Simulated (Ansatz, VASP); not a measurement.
Sc5W in VASP and in Ansatz

```
Sc W
1.0
     0.00000    3.94535    3.94535
     3.94535    0.00000    3.94535
     3.94535    3.94535    0.00000
Sc W
5 1
Direct
  0.25000 0.25000 0.25000
  0.12500 0.62500 0.62500
  0.62500 0.62500 0.62500
  0.62500 0.12500 0.62500
  0.62500 0.62500 0.12500
  0.00000 0.00000 0.00000
```

Change from the starting cell: species swapped into the ZrNi5 type (F-43m, No. 216).

Alike in both runs: task relaxation of cell and atoms; functional PBE; k mesh 4 × 4 × 4; occupations gaussian, width 0.1 eV; no spin polarisation.

```csv
,VASP,Ansatz
version,VASP 6.6.1,Ansatz 0.2.0
potentials or method,"VASP PAW PBE potentials, release 64 (Sc_sv, W_sv), cutoff 600 eV","scalar-relativistic, plane waves, PAW"
valence electrons in the cell,69,69
```

```csv
,VASP,Ansatz,Ansatz less VASP
"gap on the k mesh at the Fermi level, each at its own relaxed structure (eV)",none,none,-
relaxed volume (Å³/atom),22.07,22.09,+0.020
relaxed cell length with the largest relative difference (Å),5.721,5.723,+0.0017
```

A gap of «none» marks a metal or a gap that the smearing closes.

Spin-orbit coupling is off throughout.
